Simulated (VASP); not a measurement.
Ge:

```
Ge
1.0
     4.05816    0.00000    0.00000
    -2.02908    3.51447    0.00000
     0.00000    0.00000    6.69253
Ge
4
Direct
  0.66667 0.33333 0.06279
  0.33333 0.66667 0.56279
  0.66667 0.33333 0.43721
  0.33333 0.66667 0.93721
```

This isn't the form of Ge at room conditions, which is diamond.

```yaml
Program: VASP 6.6.1
Task: relaxation of cell and atoms
Functional: PBEsol
Potentials_or_basis: VASP PAW PBE potentials, release 64 (Ge_d)
Cutoff: 600 eV
k_mesh: 12 × 12 × 6
Occupations: gaussian, width 0.1 eV
Spin: no spin polarisation
```

At the start: pressure -2.8 GPa; volume 23.86 Å³/atom.

Problem. How do energy, volume and symmetry change on relaxing?

Solution. Over 8 steps the energy falls by 9.7 meV/atom and the volume is 22.78 Å³/atom (-4.5 %); space group P6_3/mmc (No. 194, to 0.1 Å) before and after.

The path:
```tsv
step	energy change (eV)	largest force (eV/Å)	pressure (GPa)	volume (Å³)
1	0.0000	0.0095	-2.81	95.45
2	-0.0341	0.0204	1.21	89.78
3	-0.0386	0.0125	-0.19	91.22
4	-0.0386	0.0148	0.17	91.02
5	-0.0386	0.0134	0.02	91.11
6	-0.0386	0.0037	0.05	91.11
7	-0.0386	0.0052	0.08	91.11
8	-0.0386	0.0019	-0.01	91.12
```

Final structure:
```
CELL_PARAMETERS angstrom
3.99602 0.00000 0.00000
-1.99801 3.46066 0.00000
0.00000 0.00000 6.58945
ATOMIC_POSITIONS crystal
Ge 0.66667 0.33333 0.06283
Ge 0.33333 0.66667 0.56283
Ge 0.66667 0.33333 0.43717
Ge 0.33333 0.66667 0.93717
```

Caveat: the PAW data sets were made with another functional, which shifts forces and pressure a little.
